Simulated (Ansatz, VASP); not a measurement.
# One calculation of HfO2, two programs

Contents of INCAR:

```
PREC     = Accurate       # precision mode
ENCUT    = 520            # plane-wave cutoff, eV
EDIFF    = 1E-6           # SCF threshold, eV
ISMEAR   = 0              # smearing method
SIGMA    = 0.018000000000000002 # smearing width, eV
LREAL    = False          # projectors in reciprocal space
LASPH    = True           # aspherical terms in the spheres
NELM     = 80             # most SCF steps
ALGO     = Normal         # electronic algorithm
ISIF     = 2              # what is computed and relaxed
LWAVE    = False          # write WAVECAR
LCHARG   = False          # write CHGCAR
GGA      = PE             # functional
NBANDS   = 18             # bands
```

File KPOINTS:

```
Automatic mesh
0
Gamma
  9 9 9
```

POSCAR

```
HfO2
1.0
    0.0000000000      2.5575000000      2.5575000000
    2.5575000000      0.0000000000      2.5575000000
    2.5575000000      2.5575000000      0.0000000000
Hf O
1 2
Direct
    0.0000000000      0.0000000000      0.0000000000
    0.7500000000      0.7500000000      0.7500000000
    0.2500000000      0.2500000000      0.2500000000
```

File input.yaml:

```yaml
crystal:
  lattice:
    - [0.0, 2.5575, 2.5575]
    - [2.5575, 0.0, 2.5575]
    - [2.5575, 2.5575, 0.0]
  atoms:
    - { symbol: Hf, position: [0.0, 0.0, 0.0] }
    - { symbol: O, position: [0.75, 0.75, 0.75] }
    - { symbol: O, position: [0.25, 0.25, 0.25] }
hamiltonian:
  xc: pbe
  pseudopotentials: { kind: paw }
kpoints:
  mp_grid: { grid: [9, 9, 9] }
scf:
  occupations: { method: gaussian, width: 0.018 }
output:
  forces: true
  stress: true
  eigenvalues: true
```

Alike in both runs: task single point; functional PBE; k mesh 9 × 9 × 9; occupations gaussian, width 0.018 eV; no spin polarisation.

|  | VASP | Ansatz |
| --- | --- | --- |
| version | VASP 6.6.1 | Ansatz 0.2.0 |
| potentials or method | VASP PAW PBE potentials, release 64 (Hf_pv, O) | Ansatz PAW |
| plane-wave cutoff (eV) | 520 | 420 |
| valence electrons in the cell | 22 | 38 |

|  | VASP | Ansatz | Ansatz less VASP |
| --- | --- | --- | --- |
| gap on the k mesh at the Fermi level (eV) | 3.84 | 3.83 | -0.008 |
| least direct gap on the mesh (eV) | 3.95 | 3.94 | -0.008 |
| pressure (GPa) | -6.0 | -2.5 | +3.53 |

VASP's potentials hold 22 valence electrons a cell and Ansatz's 38, so a difference there can come from the potentials and not from the codes.

Spin-orbit coupling is off throughout. Noted on Ansatz's run: odd divisions of the mesh miss points on the zone boundary, where band edges often lie, so the gap on the mesh can be too wide.
